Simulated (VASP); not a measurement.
BaTiO3:

```
CELL_PARAMETERS angstrom
2.86037 1.65144 2.34605
-2.86037 1.65144 2.34605
0.00000 -3.30287 2.34605
ATOMIC_POSITIONS crystal
Ba 0.00268 0.00268 0.00268
Ti 0.51280 0.51280 0.51280
O 0.49032 0.49032 0.98258
O 0.49032 0.98258 0.49032
O 0.98258 0.49032 0.49032
```

- Program: VASP 6.6.1
- Task: relaxation of cell and atoms
- Functional: PBE
- Potentials or basis: VASP PAW PBE potentials, release 64 (Ba_sv, Ti_sv, O)
- Cutoff: 600 eV
- k mesh: 6 × 6 × 6
- Occupations: gaussian, width 0.01 eV
- Spin: no spin polarisation
- Hubbard terms: Ti d U = 4.0 eV

At the start: pressure 3.3 GPa; volume 13.30 Å³/atom.

Task: How do energy, volume and symmetry change on relaxing?

Result: Over 42 steps the energy falls by 8.4 meV/atom and the volume is 13.34 Å³/atom (+0.3 %); space group Pm-3m (No. 221, to 0.05 Å).

The path:
```tsv
step	energy change (eV)	largest force (eV/Å)	pressure (GPa)	volume (Å³)
1	0.0000	0.5999	3.31	66.49
3	-0.0230	0.2417	-0.76	67.88
5	-0.0355	0.1305	1.04	66.48
7	-0.0394	0.1089	-0.45	66.95
9	-0.0415	0.0385	0.27	66.59
11	-0.0417	0.0152	-0.07	66.73
13	-0.0418	0.0080	-0.03	66.70
15	-0.0418	0.0087	0.01	66.69
17	-0.0418	0.0080	-0.02	66.70
19	-0.0418	0.0028	0.03	66.68
21	-0.0418	0.0051	0.01	66.69
23	-0.0418	0.0037	-0.02	66.71
25	-0.0418	0.0047	-0.05	66.70
27	-0.0418	0.0048	-0.01	66.70
29	-0.0418	0.0042	-0.01	66.70
31	-0.0418	0.0043	0.01	66.69
33	-0.0418	0.0027	0.00	66.69
35	-0.0418	0.0038	0.02	66.68
37	-0.0418	0.0023	0.03	66.69
39	-0.0418	0.0023	0.01	66.70
41	-0.0418	0.0020	-0.02	66.70
42	-0.0418	0.0006	-0.01	66.69
```

Final structure:
```xyz
5
Lattice="2.8676 1.6556 2.3413 -2.8676 1.6556 2.3413 0.0000 -3.3112 2.3413" Properties=species:S:1:pos:R:3 pbc="T T T"
Ba    0.0000    0.0000    6.9942
Ti    0.0000    0.0000    3.4828
O     0.0000   -1.6555    4.6525
O    -1.4337    0.8277    4.6525
O     1.4337    0.8277    4.6525
```
